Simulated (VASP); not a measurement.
Input of a VASP 6.6.1 run:

Contents of INCAR:

```
SYSTEM = WC
ALGO = Normal
EDIFF = 1E-6
ENCUT = 910
GGA = PS
GGA_COMPAT = .False.
ISIF = 2
ISMEAR = -1
IVDW = 13
LASPH = .True.
LCHARG = .False.
LREAL = .False.
LWAVE = .False.
NBANDS = 16
NELM = 120
PREC = Accurate
SIGMA = 0.05
```

Contents of KPOINTS:

```
k-points
0
Gamma
  10 10 10
  0 0 0
```

File POSCAR:

```
WC
1.0
    0.0000000000      2.1648775159      2.1648775159
    2.1648775159      0.0000000000      2.1648775159
    2.1648775159      2.1648775159      0.0000000000
W C
1 1
Direct
    0.0000000000      0.0000000000      0.0000000000
    0.5000000000      0.5000000000      0.5000000000
```

Potentials or basis: VASP PAW PBE potentials, release 64 (W_sv, C_h).

Command:

```console
$ cat potpaw_PBE.64/W_sv/POTCAR potpaw_PBE.64/C_h/POTCAR > POTCAR
$ mpirun -np 1 vasp_std > vasp.out
```

Task: Predict the pressure.

Result: 1.0 GPa.

Task: Estimate the dispersion energy per atom.

Result: -0.289 eV.

Task: What does it give for the band gap on the k mesh?

Result: Zero (band 9 reaches 14.32 eV, above the bottom of band 10 at 10.94 eV).

Caveat: the cutoff is under 1.25 times the usual one of these potentials, so pressure, stress and relaxed cells hold a basis-set (Pulay) error; the PAW data sets were made with another functional, which shifts forces and pressure a little; spin-orbit coupling is left out, which moves the levels of the heavy elements; pairwise dispersion overbinds metals, which lowers pressure and volume.
